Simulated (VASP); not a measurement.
# SrO (Immm) in VASP: a series of runs

Runs on SrO. Level: PBE. Tasks: single point.

Program: VASP 6.6.1. These are calculated values, not measurements. Logs are shortened: lines on timing, memory, paths and dates and some standing lists are left out, and cuts for length are marked.

**1. The cell of the first run**

The structure is orthorhombic, space group Immm (No. 71). Conventional cell: a = 3.598 Å, b = 3.671 Å, c = 5.140 Å, α = 90.00°, β = 90.00°, γ = 90.00°. Sr (site symmetry mmm) has 6 O at 2.57 Å within 3.4 Å. O (site symmetry mmm) has 6 Sr at 2.57 Å within 3.4 Å.

**2. Single point, PBE (strain -0.0200 x Voigt [0, 0, 0, 0, 0, 1])**

INCAR

```
PREC     = Accurate       # precision mode
ENCUT    = 520            # plane-wave cutoff, eV
EDIFF    = 1E-6           # SCF threshold, eV
ISMEAR   = 0              # smearing method
SIGMA    = 0.05           # smearing width, eV
LREAL    = False          # projectors in reciprocal space
LASPH    = True           # aspherical terms in the spheres
NELM     = 80             # most SCF steps
ALGO     = Normal         # electronic algorithm
ISIF     = 2              # what is computed and relaxed
LWAVE    = False          # write WAVECAR
LCHARG   = True           # write CHGCAR
GGA      = PE             # functional
LELF     = True           # ELF
LVHAR    = True         
NBANDS   = 15             # bands
```

KPOINTS

```
Automatic mesh
0
Gamma
  8 8 8
```

POSCAR

```
SrO
1.0
   -0.0256980000      2.5698000000      2.5698000000
    2.5698000000     -0.0256980000      2.5698000000
    2.5441020000      2.5441020000      0.0000000000
Sr O
1 1
Direct
    0.0000000000      0.0000000000      0.0000000000
    0.5000000000      0.5000000000      0.5000000000
```

Potentials or basis: VASP PAW PBE potentials, release 64 (Sr_sv, O).

The run is started by

```bash
> cat potpaw_PBE.64/Sr_sv/POTCAR potpaw_PBE.64/O/POTCAR > POTCAR
> mpirun -np 1 vasp_std > vasp.out
```

OUTCAR:

```text
PREC = Accurate
   ENCUT = 520
   EDIFF = 1E-6
   ISMEAR = 0
   LREAL = False
   LASPH = True
   NELM = 80
   ISIF = 2
   GGA = PE

 ion  position               nearest neighbor table
   1  0.000  0.000  0.000-   2 2.57   2 2.57   2 2.57   2 2.57   2 2.57   2 2.57
   2  0.500  0.500  0.500-   1 2.57   1 2.57   1 2.57   1 2.57   1 2.57   1 2.57

  LATTYP: Found a body centered orthorhombic cell.
 ALAT       =     3.5979035525
 B/A-ratio  =     1.0202020202
 C/A-ratio  =     1.4284985479

  Lattice vectors:

 A1 = (   0.0256980000,  -2.5698000000,  -2.5698000000)
 A2 = (  -0.0256980000,   2.5698000000,  -2.5698000000)
 A3 = (   2.5698000000,  -0.0256980000,   2.5698000000)

Analysis of symmetry for initial positions (statically):
=====================================================================
 Subroutine PRICEL returns:
 Original cell was already a primitive cell.

 Routine SETGRP: Setting up the symmetry group for a
 body centered orthorhombic supercell.

 Subroutine GETGRP returns: Found  8 space group operations
 (whereof  8 operations were pure point group operations)
 out of a pool of  8 trial point group operations.

The static configuration has the point symmetry D_2h.

Analysis of symmetry for dynamics (positions and initial velocities):
=====================================================================
 Subroutine PRICEL returns:
 Original cell was already a primitive cell.

 Routine SETGRP: Setting up the symmetry group for a
 body centered orthorhombic supercell.

 Subroutine GETGRP returns: Found  8 space group operations
 (whereof  8 operations were pure point group operations)
 out of a pool of  8 trial point group operations.

The dynamic configuration has the point symmetry D_2h.

 Subroutine INISYM returns: Found  8 space group operations
 (whereof  8 operations are pure point group operations),
 and found     1 'primitive' translations

----------------------------------------------------------------------------------------

                                     Primitive cell

  volume of cell :      33.9379

  direct lattice vectors                    reciprocal lattice vectors
    -0.025698000  2.569800000  2.569800000    -0.192641258  0.192641258  0.194567671
     2.569800000 -0.025698000  2.569800000     0.192641258 -0.192641258  0.194567671
     2.544102000  2.544102000  0.000000000     0.196533001  0.196533001 -0.194567671

  length of vectors
     3.634336868  3.634336868  3.597903552     0.334780356  0.334780356  0.339274254

  position of ions in fractional coordinates (direct lattice)
     0.000000000  0.000000000  0.000000000
     0.500000000  0.500000000  0.500000000

  ion indices of the primitive-cell ions
   primitive index   ion index
                 1           1
                 2           2

----------------------------------------------------------------------------------------

 KPOINTS: Automatic mesh

Automatic generation of k-mesh.
 Grid dimensions read from file:
 generate k-points for:    8    8    8

 Generating k-lattice:

  Cartesian coordinates                     Fractional coordinates (reciprocal lattice)
    -0.024080157  0.024080157  0.024320959     0.125000000 -0.000000000  0.000000000
     0.024080157 -0.024080157  0.024320959    -0.000000000  0.125000000  0.000000000
     0.024566625  0.024566625 -0.024320959     0.000000000  0.000000000  0.125000000

  Length of vectors
     0.041847545  0.041847545  0.042409282

  Shift w.r.t. Gamma in fractional coordinates (k-lattice)
     0.000000000  0.000000000  0.000000000

 Subroutine IBZKPT returns following result:
 ===========================================

 Found     95 irreducible k-points:

 Following reciprocal coordinates:
            Coordinates               Weight
  0.000000  0.000000  0.000000      1.000000
  0.125000 -0.000000  0.000000      4.000000
  0.250000 -0.000000  0.000000      4.000000
  0.375000 -0.000000  0.000000      4.000000
  0.500000 -0.000000  0.000000      2.000000
  0.125000  0.125000  0.000000      2.000000
[... 16 lines left out ...]
  0.125000 -0.000000  0.125000      4.000000
  0.250000 -0.000000  0.125000      8.000000
 [... further k-points ...]
   k-points           NKPTS =     95   k-points in BZ     NKDIM =     95   number of bands    NBANDS=     15
   number of dos      NEDOS =    301   number of ions     NIONS =      2
   total plane-waves  NPLWV =  21952
   dimension x,y,z NGX =    28 NGY =   28 NGZ =   28
   dimension x,y,z NGXF=    56 NGYF=   56 NGZF=   56
   ions per type =               1   1
   NGX,Y,Z   is equivalent  to a cutoff of  12.81, 12.81, 12.94 a.u.
   NGXF,Y,Z  is equivalent  to a cutoff of  25.62, 25.62, 25.88 a.u.
 SYSTEM =  unknown system
   PREC   = accura    normal or accurate (medium, high low for compatibility)
   ISTART =      0    job   : 0-new  1-cont  2-samecut
   ICHARG =      2    charge: 1-file 2-atom 10-const
   ISPIN  =      1    spin polarized calculation?
   LNONCOLLINEAR =      F non collinear calculations
   LSORBIT =      F    spin-orbit coupling
   LASPH  =      T    aspherical Exc in radial PAW
   ENCUT  =  520.0 eV  38.22 Ry    6.18 a.u.   6.76  6.76  6.69*2*pi/ulx,y,z
   NELM   =     80;   NELMIN=  2; NELMDL= -5     # of ELM steps
   EDIFF  = 0.1E-05   stopping-criterion for ELM
   LREAL  =      F    real-space projection
   EDIFFG = 0.1E-04   stopping-criterion for IOM
   NSW    =      0    number of steps for IOM
   IBRION =     -1    ionic relax: 0-MD 1-quasi-New 2-CG
   NFREE  =      0    steps in history (QN), initial steepest desc. (CG)
   ISIF   =      2    stress and relaxation
   ISYM   =      2    0-nonsym 1-usesym 2-fastsym
   POTIM  = 0.5000    time-step for ionic-motion
   TEBEG  =    0.0;   TEEND  =   0.0 temperature during run
   PSTRESS=    0.0 pullay stress
   NELECT =      16.0000    total number of electrons
   NUPDOWN=      -1.0000    fix difference up-down
   EMIN   =  10.00;   EMAX   =-10.00  energy-range for DOS
   EFERMI =   0.00;   METHOD = LEGACY
   ISMEAR =     0;   SIGMA  =   0.05  broadening in eV -4-tet -1-fermi 0-gaus
   EFERMI_NEDOS =   21; number of points for ismear=-14 and -15
   IALGO  =     38    algorithm
   IMIX   =      4    mixing-type and parameters
     AMIX     =   0.40;   BMIX     =  1.00
     AMIX_MAG =   1.60;   BMIX_MAG =  1.00
  volume/ion in A,a.u.               =      16.97       114.51
  Fermi-wavevector in a.u.,A,eV,Ry     =   1.274148  2.407791 22.088431  1.623454
  Thomas-Fermi vector in A             =   2.406932
   LORBIT       =      0    0 simple, 1 ext, 2 COOP (PROOUT), +10 PAW based schemes
   GGA     = PE    functional components
   LHFCALC =     F    Hartree Fock is set to
   AEXX    =    0.0000 exact exchange contribution
   IVDW    =     0    specifies the selected vdW correction
   LEPSILON=     F    determine dielectric tensor
   LRPA    =     F    only Hartree local field effects (RPA)
 non-spin polarized calculation
 Gauss-broadening in eV      SIGMA  =   0.05
  energy-cutoff  :      520.00
  volume of cell :       33.94
 maximum number of plane-waves:       930
   NGX = 13   NGY = 13   NGZ = 13

 number of electron      15.9999997 magnetization

 Free energy of the ion-electron system (eV)
  ---------------------------------------------------
  ext. energy  EPLUGINS =         0.00000000
  ---------------------------------------------------
  free energy    TOTEN  =       -12.03795286 eV

  energy without entropy =      -12.03795286  energy(sigma->0) =      -12.03795286

 E-fermi :   1.9125     XC(G=0): -10.0338

 val. band max:        1.6939227513   @ k =   0.0000   0.0000   0.0000
 cond. band min:       4.9335372306   @ k =   0.5000   0.5000   0.0000
 fundamental gap:      3.2396144792
 Fermi energy:         1.9125414530

 k-point     1 :       0.0000    0.0000    0.0000
  band No.  band energies     occupation
      1     -30.7152      2.00000
      2     -13.4212      2.00000
      3     -12.3563      2.00000
      4     -12.3515      2.00000
      5     -12.3455      2.00000
      6       1.6510      2.00000
      7       1.6709      2.00000
      8       1.6939      2.00000
      9       5.6617      0.00000
     10       7.7611      0.00000
     11       7.8822      0.00000
     12       8.0094      0.00000
     13      10.0580      0.00000
     14      10.0586      0.00000
     15      14.3917      0.00000

 k-point     2 :       0.1250   -0.0000    0.0000
  band No.  band energies     occupation
      1     -30.6958      2.00000
      2     -13.7928      2.00000
      3     -12.3634      2.00000
      4     -12.3581      2.00000
      5     -12.0294      2.00000
      6       1.2072      2.00000
      7       1.4672      2.00000
      8       1.5040      2.00000
      9       6.3505      0.00000
     10       7.6805      0.00000
     11       8.1405      0.00000
     12       8.3093      0.00000
     13      10.4645      0.00000
     14      10.4660      0.00000
     15      15.3487      0.00000

 k-point     3 :       0.2500   -0.0000    0.0000
  band No.  band energies     occupation
      1     -30.6485      2.00000
      2     -14.3685      2.00000
      3     -12.3882      2.00000
      4     -12.3881      2.00000
      5     -11.5660      2.00000
      6       0.3857      2.00000
      7       1.0416      2.00000
      8       1.0934      2.00000
      9       7.6166      0.00000
     10       7.9128      0.00000
     11       8.9391      0.00000
     12       9.1209      0.00000
     13      11.4862      0.00000
     14      11.4864      0.00000
     15      17.2763      0.00000

 k-point     4 :       0.3750   -0.0000    0.0000
  band No.  band energies     occupation
      1     -30.6006      2.00000
      2     -14.7968      2.00000
      3     -12.4176      2.00000
      4     -12.4125      2.00000
      5     -11.2498      2.00000
      6      -0.2623      2.00000
      7       0.6694      2.00000
      8       0.7334      2.00000
      9       7.9690      0.00000
     10       9.4117      0.00000
     11       9.9141      0.00000
     12      10.1037      0.00000
     13      12.7462      0.00000
     14      12.7595      0.00000
     15      17.1007      0.00000
[... 307 lines left out ...]
 k-point    22 :       0.0000    0.0000    0.1250
  band No.  band energies     occupation
      1     -30.6945      2.00000
      2     -13.7857      2.00000
      3     -12.3681      2.00000
      4     -12.3638      2.00000
      5     -12.0351      2.00000
      6       1.2313      2.00000
      7       1.4457      2.00000
      8       1.4805      2.00000
      9       6.3671      0.00000
     10       7.7859      0.00000
     11       8.0734      0.00000
     12       8.2445      0.00000
     13      10.4658      0.00000
     14      10.4663      0.00000
     15      15.4281      0.00000

 k-point    23 :       0.1250   -0.0000    0.1250
  band No.  band energies     occupation
      1     -30.6886      2.00000
      2     -13.8236      2.00000
      3     -12.4063      2.00000
      4     -12.4060      2.00000
      5     -11.9590      2.00000
      6       0.9106      2.00000
      7       1.6010      2.00000
      8       1.6027      2.00000
      9       6.4256      0.00000
     10       7.1978      0.00000
     11       8.5382      0.00000
     12       8.5454      0.00000
     13      10.2711      0.00000
     14      10.8751      0.00000
     15      15.6875      0.00000

 k-point    24 :       0.2500   -0.0000    0.1250
  band No.  band energies     occupation
      1     -30.6512      2.00000
      2     -14.2029      2.00000
      3     -12.4537      2.00000
      4     -12.4392      2.00000
      5     -11.6870      2.00000
      6       0.4175      2.00000
      7       1.2955      2.00000
      8       1.3925      2.00000
      9       6.9377      0.00000
     10       7.4206      0.00000
     11       9.2357      0.00000
     12       9.3639      0.00000
     13      10.8760      0.00000
     14      11.7277      0.00000
     15      17.3139      0.00000

 [... further k-points ...]
[... 5 lines left out ...]
  --------------------------------------------------------------------------------------
  -------------------------------------------------------------------------------------
  Total        0.7451199      0.7451199      0.7392344      0.2291096      0.0000000      0.0000000
  in kB       35.1764673     35.1764673     34.8986161     10.8160684      0.0000000      0.0000000
  external PRESSURE =      35.0838503 kB  Pullay stress =       0.0000000 kB

 VOLUME and BASIS-vectors are now :
 -----------------------------------------------------------------------------
  energy-cutoff  :      520.00
  volume of cell :       33.94
      direct lattice vectors                 reciprocal lattice vectors
    -0.025698000  2.569800000  2.569800000    -0.192641258  0.192641258  0.194567671
     2.569800000 -0.025698000  2.569800000     0.192641258 -0.192641258  0.194567671
     2.544102000  2.544102000  0.000000000     0.196533001  0.196533001 -0.194567671

 POSITION                                       TOTAL-FORCE (eV/Angst)
 -----------------------------------------------------------------------------------
      0.00000      0.00000      0.00000         0.000000      0.000000     -0.000000
      2.54410      2.54410      2.56980         0.000000     -0.000000      0.000000
 -----------------------------------------------------------------------------------
    total drift:                                0.000000      0.000000      0.000000

  FREE ENERGIE OF THE ION-ELECTRON SYSTEM (eV)
  ---------------------------------------------------
  free  energy   TOTEN  =       -12.0379528619 eV

  energy  without entropy=      -12.0379528619  energy(sigma->0) =      -12.03795286
```

Wall time 60 s (1 thread of Intel Xeon 8259CL, shared host); peak memory 0.19 GiB.

Results:

```yaml
Free_energy: -12.0380 eV
Pressure: 3.5 GPa
Band_gap_on_the_k_mesh: 3.24 eV, indirect (least direct gap 3.32 eV)
```

Levels at points of the mesh, in eV from the valence-band top:
```tsv
k point	band 6	band 7	band 8	band 9	band 10	band 11
(0.00, 0.00, 0.00)	-0.04	-0.02	0.00	3.97	6.07	6.19
(0.50, 0.00, 0.00)	-2.20	-1.17	-1.10	6.50	8.43	8.69
(0.50, 0.50, 0.00)	-0.45	-0.13	-0.08	3.24	7.79	10.16
(0.00, 0.00, 0.50)	-2.20	-1.22	-1.16	6.55	8.46	8.78
(0.50, 0.00, 0.50)	-0.46	-0.11	-0.11	3.24	7.79	10.15
```

Caveat: the cell differs from its parent crystal (strain -0.0200 x Voigt [0, 0, 0, 0, 0, 1]).

**3. Single point, PBE (strain +0.0150 x Voigt [0, 0, 0, 0, 0, 1])**

INCAR: that of step 2 with these lines changed.

```diff
@@ -7,3 +7,3 @@
 LASPH    = True           # aspherical terms in the spheres
-NELM     = 80             # most SCF steps
+NELM     = 60             # most SCF steps
 ALGO     = Normal         # electronic algorithm
@@ -11,6 +11,4 @@
 LWAVE    = False          # write WAVECAR
-LCHARG   = True           # write CHGCAR
+LCHARG   = False          # write CHGCAR
 GGA      = PE             # functional
-LELF     = True           # ELF
-LVHAR    = True         
 NBANDS   = 15             # bands
```

KPOINTS is that of step 2.

POSCAR

```
SrO
1.0
    0.0192735000      2.5698000000      2.5698000000
    2.5698000000      0.0192735000      2.5698000000
    2.5890735000      2.5890735000      0.0000000000
Sr O
1 1
Direct
    0.0000000000      0.0000000000      0.0000000000
    0.5000000000      0.5000000000      0.5000000000
```

Potentials or basis: VASP PAW PBE potentials, release 64 (Sr_sv, O).

The run is started by

```bash
> cat potpaw_PBE.64/Sr_sv/POTCAR potpaw_PBE.64/O/POTCAR > POTCAR
> mpirun -np 1 vasp_std > vasp.out
```

Wall time 63 s (1 thread of Intel Xeon 8259CL, shared host); peak memory 0.19 GiB.

It converged, with:

```yaml
Free_energy: -12.0390 eV
Pressure: 3.5 GPa
Band_gap_on_the_k_mesh: 3.25 eV, indirect (least direct gap 3.33 eV)
```

Stress tensor (GPa, compression positive):
```
 3.52 -0.81  0.00
-0.81  3.52  0.00
 0.00  0.00  3.50
```

Levels at points of the mesh, in eV from the valence-band top:
```tsv
k point	band 6	band 7	band 8	band 9	band 10	band 11
(0.00, 0.00, 0.00)	-0.03	-0.02	0.00	3.97	6.10	6.20
(0.50, 0.00, 0.00)	-2.19	-1.20	-1.15	6.56	8.46	8.80
(0.50, 0.50, 0.00)	-0.45	-0.12	-0.09	3.25	7.80	10.17
(0.00, 0.00, 0.50)	-2.19	-1.16	-1.11	6.52	8.44	8.73
(0.50, 0.00, 0.50)	-0.45	-0.10	-0.10	3.25	7.79	10.16
```

Caveat: the cell differs from its parent crystal (strain +0.0150 x Voigt [0, 0, 0, 0, 0, 1]). A k mesh can miss the band edges.

**4. Single point, PBE (strain -0.0100 x Voigt [0, 0, 0, 0, 0, 1])**

INCAR

```
PREC = Accurate
ENCUT = 520
EDIFF = 1E-6
ISMEAR = 0
SIGMA = 0.05
LREAL = F
LASPH = T
NELM = 100
ALGO = Normal
ISIF = 2
LWAVE = F
LCHARG = T
GGA = PE
LELF = T
LVHAR = T
NBANDS = 15
```

KPOINTS

```
regular mesh
0
Gamma
  8 8 8
```

POSCAR

```
SrO
1.0
   -0.0128490000      2.5698000000      2.5698000000
    2.5698000000     -0.0128490000      2.5698000000
    2.5569510000      2.5569510000      0.0000000000
Sr O
1 1
Direct
    0.0000000000      0.0000000000      0.0000000000
    0.5000000000      0.5000000000      0.5000000000
```

The run is started by

```bash
> cat potpaw_PBE.64/Sr_sv/POTCAR potpaw_PBE.64/O/POTCAR > POTCAR
> mpirun -np 1 vasp_std > vasp.out
```

Run time: 71 s. Hardware: 1 thread of Intel Xeon 8259CL, shared host; peak memory 0.19 GiB.

It converged, with:

* Free energy: -12.0397 eV
* Pressure: 3.5 GPa
* Band gap on the k mesh: 3.25 eV, indirect (least direct gap 3.34 eV)

Stress tensor (GPa, compression positive):
```
3.51 0.54 0.00
0.54 3.51 0.00
0.00 0.00 3.51
```

Levels at points of the mesh, in eV from the valence-band top:
```csv
k point,band 6,band 7,band 8,band 9,band 10,band 11
"(0.00, 0.00, 0.00)",-0.02,-0.01,0.00,3.98,6.14,6.20
"(0.50, 0.00, 0.00)",-2.18,-1.15,-1.12,6.53,8.45,8.77
"(0.50, 0.50, 0.00)",-0.44,-0.11,-0.09,3.25,7.80,10.17
"(0.00, 0.00, 0.50)",-2.18,-1.18,-1.15,6.56,8.46,8.82
"(0.50, 0.00, 0.50)",-0.44,-0.10,-0.10,3.25,7.80,10.17
```

Caveat: the cell differs from its parent crystal (strain -0.0100 x Voigt [0, 0, 0, 0, 0, 1]).

(Continued in part 2 of 2.)
